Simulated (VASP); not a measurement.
Runs of VASP 6.6.1 on BN. The structure is that of space group R3m (No. 160), or close to it. The cells are those of the table. 

| cell | gap on the mesh (eV) | pressure (GPa) | largest force (eV/Å) |
| --- | --- | --- | --- |
| a = 3.664 Å, angles 39.2°, 2 atoms | 4.38 | (b) | 0.01 |
| a = 3.848 Å, angles 39.2°, 2 atoms | 4.19 | (a) | - |
| a = 3.788 Å, angles 39.2°, 2 atoms | (c) | -7.1 | - |
| a = 3.727 Å, angles 39.2°, 2 atoms | 4.32 | 3.7 | - |
| a = 3.599 Å, angles 39.2°, 2 atoms | 4.44 | 34.4 | 0.01 |

Alike in all rows: task single point; level PBE; potentials or basis VASP PAW PBE potentials, release 64 (B, N); no spin polarisation; k mesh 6 × 6 × 6; cutoff (eV) 600; smearing gaussian 0.01 eV.

Q: Estimate the missing entries.

A: (a) -15.8; (b) 17.3; (c) 4.25.

Caveats: all runs use coarse meshes.

A k mesh can miss the band edges.
